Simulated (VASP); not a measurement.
# Ru (P6_3/mmc) in VASP: single point with LDA

Aim: the single point of Ru with LDA.

Program: VASP 6.6.1. These are calculated values, not measurements. Logs are shortened: lines on timing, memory, paths and dates and some standing lists are left out, and cuts for length are marked.

## 1. The cell of the first run

It takes space group P6_3/mmc (No. 194, hexagonal). Conventional cell: a = 2.706 Å, b = 2.706 Å, c = 4.282 Å, α = 90.00°, β = 90.00°, γ = 120.00°. Ru (site symmetry -6m2) has 12 Ru at 2.65 to 2.71 Å within 3.5 Å.

## 2. Single point, LDA

The input, INCAR:

```
  PREC = Accurate
  ENCUT = 520
  EDIFF = 1E-6
  ISMEAR = 0
  SIGMA = 0.1
  LREAL = False
  LASPH = True
  NELM = 100
  ALGO = Normal
  ISIF = 2
  LWAVE = False
  LCHARG = False
  NBANDS = 21
```

The input, KPOINTS:

```
Automatic mesh
0
Gamma
  9 9 4
```

The input, POSCAR:

```
Ru
1.0
    2.7057993342      0.0000000000      0.0000000000
   -1.3528996671      2.3432909610      0.0000000000
    0.0000000000      0.0000000000      4.2819000000
Ru
2
Direct
    0.3333333333      0.6666666667      0.2500000000
    0.6666666667      0.3333333333      0.7500000000
```

Potentials or basis: VASP PAW LDA potentials, release 64 (Ru_pv).

On the command line:

```console
> cat potpaw_LDA.64/Ru_pv/POTCAR > POTCAR
> mpirun -np 1 vasp_std > vasp.out
```

OUTCAR:

```text
PREC = Accurate
   ENCUT = 520
   EDIFF = 1E-6
   ISMEAR = 0
   LREAL = False
   LASPH = True
   NELM = 100
   ISIF = 2

 ion  position               nearest neighbor table
   1  0.333  0.667  0.250-   2 2.65   2 2.65   2 2.65   2 2.65   2 2.65   2 2.65
   2  0.667  0.333  0.750-   1 2.65   1 2.65   1 2.65   1 2.65   1 2.65   1 2.65

  LATTYP: Found a hexagonal cell.
 ALAT       =     2.7057993342
 C/A-ratio  =     1.5824898565

  Lattice vectors:

 A1 = (   2.7057993342,   0.0000000000,   0.0000000000)
 A2 = (  -1.3528996671,   2.3432909610,   0.0000000000)
 A3 = (   0.0000000000,   0.0000000000,   4.2819000000)

Analysis of symmetry for initial positions (statically):
=====================================================================
 Subroutine PRICEL returns:
 Original cell was already a primitive cell.

 Routine SETGRP: Setting up the symmetry group for a
 hexagonal supercell.

 Subroutine GETGRP returns: Found 24 space group operations
 (whereof 12 operations were pure point group operations)
 out of a pool of 24 trial point group operations.

The static configuration has the point symmetry D_3d.
 The point group associated with its full space group is D_6h.

Analysis of symmetry for dynamics (positions and initial velocities):
=====================================================================
 Subroutine PRICEL returns:
 Original cell was already a primitive cell.

 Routine SETGRP: Setting up the symmetry group for a
 hexagonal supercell.

 Subroutine GETGRP returns: Found 24 space group operations
 (whereof 12 operations were pure point group operations)
 out of a pool of 24 trial point group operations.

The dynamic configuration has the point symmetry D_3d.
 The point group associated with its full space group is D_6h.

 Subroutine INISYM returns: Found 24 space group operations
 (whereof 12 operations are pure point group operations),
 and found     1 'primitive' translations

----------------------------------------------------------------------------------------

                                     Primitive cell

  volume of cell :      27.1493

  direct lattice vectors                    reciprocal lattice vectors
     2.705799334  0.000000000  0.000000000     0.369576556  0.213375124  0.000000000
    -1.352899667  2.343290961  0.000000000     0.000000000  0.426750249  0.000000000
     0.000000000  0.000000000  4.281900000     0.000000000  0.000000000  0.233541185

[... 74 lines left out ...]
   PREC   = accura    normal or accurate (medium, high low for compatibility)
   ISTART =      0    job   : 0-new  1-cont  2-samecut
   ICHARG =      2    charge: 1-file 2-atom 10-const
   ISPIN  =      1    spin polarized calculation?
   LNONCOLLINEAR =      F non collinear calculations
   LSORBIT =      F    spin-orbit coupling
   LASPH  =      T    aspherical Exc in radial PAW
   ENCUT  =  520.0 eV  38.22 Ry    6.18 a.u.   5.03  5.03  7.96*2*pi/ulx,y,z
   NELM   =    100;   NELMIN=  2; NELMDL= -5     # of ELM steps
   EDIFF  = 0.1E-05   stopping-criterion for ELM
   LREAL  =      F    real-space projection
   EDIFFG = 0.1E-04   stopping-criterion for IOM
   NSW    =      0    number of steps for IOM
   IBRION =     -1    ionic relax: 0-MD 1-quasi-New 2-CG
   NFREE  =      0    steps in history (QN), initial steepest desc. (CG)
   ISIF   =      2    stress and relaxation
   ISYM   =      2    0-nonsym 1-usesym 2-fastsym
   POTIM  = 0.5000    time-step for ionic-motion
   TEBEG  =    0.0;   TEEND  =   0.0 temperature during run
   PSTRESS=    0.0 pullay stress
   NELECT =      28.0000    total number of electrons
   NUPDOWN=      -1.0000    fix difference up-down
   EMIN   =  10.00;   EMAX   =-10.00  energy-range for DOS
   EFERMI =   0.00;   METHOD = LEGACY
   ISMEAR =     0;   SIGMA  =   0.10  broadening in eV -4-tet -1-fermi 0-gaus
   EFERMI_NEDOS =   21; number of points for ismear=-14 and -15
   IALGO  =     38    algorithm
   IMIX   =      4    mixing-type and parameters
     AMIX     =   0.40;   BMIX     =  1.00
     AMIX_MAG =   1.60;   BMIX_MAG =  1.00
  volume/ion in A,a.u.               =      13.57        91.61
  Fermi-wavevector in a.u.,A,eV,Ry     =   1.654022  3.125649 37.222686  2.735790
  Thomas-Fermi vector in A             =   2.742361
   LORBIT       =      0    0 simple, 1 ext, 2 COOP (PROOUT), +10 PAW based schemes
   GGA     = CA    functional components
   LHFCALC =     F    Hartree Fock is set to
   AEXX    =    0.0000 exact exchange contribution
   IVDW    =     0    specifies the selected vdW correction
   LEPSILON=     F    determine dielectric tensor
   LRPA    =     F    only Hartree local field effects (RPA)
 non-spin polarized calculation
 Gauss-broadening in eV      SIGMA  =   0.10
  energy-cutoff  :      520.00
  volume of cell :       27.15
 maximum number of plane-waves:       742
 NGX is ok and might be reduce to    20
   NGX =  9   NGY =  9   NGZ = 15

 number of electron      28.0000008 magnetization

 Free energy of the ion-electron system (eV)
  ---------------------------------------------------
  ext. energy  EPLUGINS =         0.00000000
  ---------------------------------------------------
  free energy    TOTEN  =       -21.35101546 eV

  energy without entropy =      -21.33993563  energy(sigma->0) =      -21.34547555

 E-fermi :  12.8718     XC(G=0): -14.3828

 val. band max:       12.8700287050   @ k =   0.3333   0.3333   0.2500
 cond. band min:      12.8900832320   @ k =   0.3333   0.0000   0.0000
 fundamental gap:      0.0200545269
 Fermi energy:        12.8717773088

 k-point     1 :       0.0000    0.0000    0.0000
  band No.  band energies     occupation
      1     -30.7780      2.00000
      2     -29.8129      2.00000
      3     -29.8129      2.00000
      4     -29.6399      2.00000
      5     -29.6399      2.00000
      6     -29.6149      2.00000
[... 565 lines left out ...]
     20      22.6638      0.00000
     21      22.6638      0.00000

 [... further k-points ...]
[... 5 lines left out ...]
  --------------------------------------------------------------------------------------
  -------------------------------------------------------------------------------------
  Total       -1.7374638     -1.7374638     -2.2877311     -0.0000000      0.0000000      0.0000000
  in kB     -102.5340302   -102.5340302   -135.0072974     -0.0000000      0.0000000      0.0000000
  external PRESSURE =    -113.3584526 kB  Pullay stress =       0.0000000 kB

 VOLUME and BASIS-vectors are now :
 -----------------------------------------------------------------------------
  energy-cutoff  :      520.00
  volume of cell :       27.15
      direct lattice vectors                 reciprocal lattice vectors
     2.705799334  0.000000000  0.000000000     0.369576556  0.213375124  0.000000000
    -1.352899667  2.343290961  0.000000000     0.000000000  0.426750249  0.000000000
     0.000000000  0.000000000  4.281900000     0.000000000  0.000000000  0.233541185

 POSITION                                       TOTAL-FORCE (eV/Angst)
 -----------------------------------------------------------------------------------
     -0.00000      1.56219      1.07048         0.000000      0.000000      0.000000
      1.35290      0.78110      3.21143        -0.000000     -0.000000      0.000000
 -----------------------------------------------------------------------------------
    total drift:                               -0.000000      0.000000     -0.000000

  FREE ENERGIE OF THE ION-ELECTRON SYSTEM (eV)
  ---------------------------------------------------
  free  energy   TOTEN  =       -21.3510154639 eV

  energy  without entropy=      -21.3399356306  energy(sigma->0) =      -21.34547555
```

Wall time 18 s (1 thread of Intel Xeon 8259CL, shared host); peak memory 0.14 GiB.

What came out:

| Quantity | Value |
| --- | --- |
| Free energy | -21.3510 eV |
| Pressure | -11.3 GPa |
| Band gap on the k mesh | zero (band 14 reaches 14.17 eV, above the bottom of band 15 at 11.11 eV) |

Stress tensor (GPa, compression positive):
```
-10.25   0.00   0.00
  0.00 -10.25   0.00
  0.00   0.00 -13.50
```

Caveat: the k points lie up to 0.37 Å⁻¹ apart.
